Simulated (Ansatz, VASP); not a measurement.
Rh in VASP and in Ansatz

```
CELL_PARAMETERS angstrom
0.00000 1.90299 1.90299
1.90299 0.00000 1.90299
1.90299 1.90299 0.00000
ATOMIC_POSITIONS crystal
Rh 0.00000 0.00000 0.00000
```

Alike in both runs: task electric field gradients; functional PBE; k mesh 18 × 18 × 18; occupations fermi-dirac, width 0.05 eV; no spin polarisation.

```csv
,VASP,Ansatz
version,VASP 6.6.1,Ansatz 0.2.0
potentials or method,"VASP PAW PBE potentials, release 64 (Rh_pv)","PAW with Ansatz's default frozen-core files, scalar-relativistic"
plane-wave cutoff (eV),400,420
valence electrons in the cell,15,17
```

|  | VASP | Ansatz | Ansatz less VASP |
| --- | --- | --- | --- |
| pressure (GPa) | 3.9 | 5.1 | +1.26 |

VASP's potentials hold 15 valence electrons a cell and Ansatz's 17, so a difference there can come from the potentials and not from the codes.
